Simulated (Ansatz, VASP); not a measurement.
## One calculation of Ag, two programs

```
Ag
1.0
     0.00000    2.01087    2.01087
     2.01087    0.00000    2.01087
     2.01087    2.01087    0.00000
Ag
1
Cartesian
  0.0000 0.0000 0.0000
```

Alike in both runs: functional PBEsol; dispersion D4; k mesh 18 × 18 × 18; occupations gaussian, width 0.1 eV; no spin polarisation.

Ansatz relaxed the structure, and its values are those at the end. VASP's run is a single point on that final structure, the one shown.

```csv
,VASP,Ansatz
version,VASP 6.6.1,Ansatz 0.2.0
potentials or method,"VASP PAW PBE potentials, release 64 (Ag), cutoff 500 eV","scalar-relativistic, plane waves, PAW"
valence electrons in the cell,11,19
```

```tsv
	VASP	Ansatz	Ansatz less VASP
gap on the k mesh at the Fermi level (eV)	none	none	-
pressure (GPa)	-0.3	0.0	+0.27
```

VASP's potentials were made for PBE, not for PBEsol, and Ansatz warns of the same on its side. A gap of «none» marks a metal or a gap that the smearing closes. VASP's potentials hold 11 valence electrons a cell and Ansatz's 19, so a difference there can come from the potentials and not from the codes.
